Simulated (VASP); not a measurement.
Input of a VASP 6.6.1 run:

File INCAR:

```
ALGO     = Normal         # electronic algorithm
EDIFF    = 1E-6           # SCF threshold, eV
ENCUT    = 520            # plane-wave cutoff, eV
GGA      = PE             # functional
ISIF     = 2              # what is computed and relaxed
ISMEAR   = 0              # smearing method
LASPH    = T              # aspherical terms in the spheres
LCHARG   = F              # write CHGCAR
LREAL    = Auto         
LWAVE    = F              # write WAVECAR
NBANDS   = 74             # bands
NELM     = 80             # most SCF steps
PREC     = Accurate       # precision mode
SIGMA    = 0.2            # smearing width, eV
```

The input KPOINTS:

```
k-points
0
Gamma
  3 3 3
```

Contents of POSCAR:

```
SnH
1.0
    4.5015263051      2.5989574223      5.4781148296
   -4.5015263051      2.5989574223      5.4781148296
    0.0000000000     -5.1979148498      5.4781148272
Sn H
8 8
Direct
    0.8483852009      0.8483852009      0.8483852009
    0.1516147991      0.1516147991      0.1516147991
    0.2612286139      0.1321748601      0.7576399982
    0.1321748601      0.7576399982      0.2612286139
    0.7576399982      0.2612286139      0.1321748601
    0.2423600018      0.7387713861      0.8678251399
    0.7387713861      0.8678251399      0.2423600018
    0.8678251399      0.2423600018      0.7387713861
    0.7425582844      0.7425582844      0.7425582844
    0.2574417156      0.2574417156      0.2574417156
    0.4499262677      0.2143354028      0.5917699073
    0.2143354028      0.5917699073      0.4499262677
    0.5917699073      0.4499262677      0.2143354028
    0.4082300927      0.5500737323      0.7856645972
    0.5500737323      0.7856645972      0.4082300927
    0.7856645972      0.4082300927      0.5500737323
```

Potentials or basis: VASP PAW PBE potentials, release 64 (Sn_d, H).

Command:

```sh
$ cat potpaw_PBE.64/Sn_d/POTCAR potpaw_PBE.64/H/POTCAR > POTCAR
$ mpirun -np 1 vasp_std > vasp.out
```

Question: What does it give for the pressure?

Answer: -0.1 GPa.

Question: Predict the largest force.

Answer: 0.035 eV/Å.

Question: Predict the band gap on the k mesh.

Answer: 1.58 eV, indirect (least direct gap 1.60 eV).

Forces in eV/Å, atoms in the order of the input:
```
Sn   0.000  0.000 -0.016
Sn   0.000  0.000  0.016
Sn   0.017  0.028  0.014
Sn   0.015 -0.029  0.014
Sn  -0.032  0.001  0.014
Sn   0.032 -0.001 -0.014
Sn  -0.017 -0.028 -0.014
Sn  -0.015  0.029 -0.014
H    0.000  0.000  0.029
H    0.000  0.000 -0.029
H   -0.008 -0.026 -0.014
H   -0.019  0.020 -0.014
H    0.026  0.006 -0.014
H   -0.026 -0.006  0.014
H    0.008  0.026  0.014
H    0.019 -0.020  0.014
```

Caveat: spin-orbit coupling is left out, which moves the levels of the heavy elements. A hybrid or GW would open this gap; PBE tends to underestimate it.
